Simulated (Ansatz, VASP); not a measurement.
**Ni in VASP and in Ansatz**

The input INCAR:

```
PREC = Accurate
ENCUT = 520
EDIFF = 1E-7
ISMEAR = -1
SIGMA = 0.1
LREAL = False
LASPH = True
NELM = 150
ALGO = Normal
ISIF = 2
LWAVE = False
LCHARG = False
ISPIN = 2
MAGMOM = 0.72 0.72
LORBIT = 11
LMAXMIX = 4
GGA = PS
NBANDS = 21
```

KPOINTS

```
Automatic mesh
0
Gamma
  7 14 14
```

POSCAR

```
Ni
1.0
    0.0000000000      3.5359000000      3.5359000000
    1.7679500000      0.0000000000      1.7679500000
    1.7679500000      1.7679500000      0.0000000000
Ni
2
Direct
    0.0000000000      0.0000000000      0.0000000000
    0.5000000000      0.0000000000      0.0000000000
```

Input for Ansatz:

```yaml
crystal:
  lattice:
    - [0.0, 3.5359, 3.5359]
    - [1.76795, 0.0, 1.76795]
    - [1.76795, 1.76795, 0.0]
  atoms:
    - { symbol: Ni, position: [0.0, 0.0, 0.0] }
    - { symbol: Ni, position: [0.5, 0.0, 0.0] }
hamiltonian:
  xc: pbesol
  pseudopotentials: { kind: paw }
basis:
  ecutwfc: 420
kpoints:
  mp_grid: { grid: [7, 14, 14] }
scf:
  occupations: { method: fermi_dirac, width: 0.1 }
  lower_state_search: "off"
output:
  forces: true
  stress: true
magnetization:
  spin_polarized: true
```

Alike in both runs: task single point; functional PBEsol; k mesh 7 × 14 × 14; occupations fermi-dirac, width 0.1 eV; collinear spin.

|  | VASP | Ansatz |
| --- | --- | --- |
| version | VASP 6.6.1 | Ansatz 0.2.0 |
| potentials or method | VASP PAW PBE potentials, release 64 (Ni), cutoff 520 eV | PAW, plane waves, scalar-relativistic |
| valence electrons in the cell | 20 | 36 |

```csv
,VASP,Ansatz,Ansatz less VASP
pressure (GPa),-11.9,-12.0,-0.11
net moment per atom (μB),0.60,0.62,+0.017
size of the moment on the site where the two differ most (μB),0.61,0.65,+0.042
```

VASP's potentials were made for PBE, not for PBEsol. Site moments also hang on the region over which each program counts them. The functional is the same, so the differences come from potentials, cutoffs and numerics. VASP's potentials hold 20 valence electrons a cell and Ansatz's 36, so a difference there can come from the potentials and not from the codes. Ansatz's warnings: no starting moments.
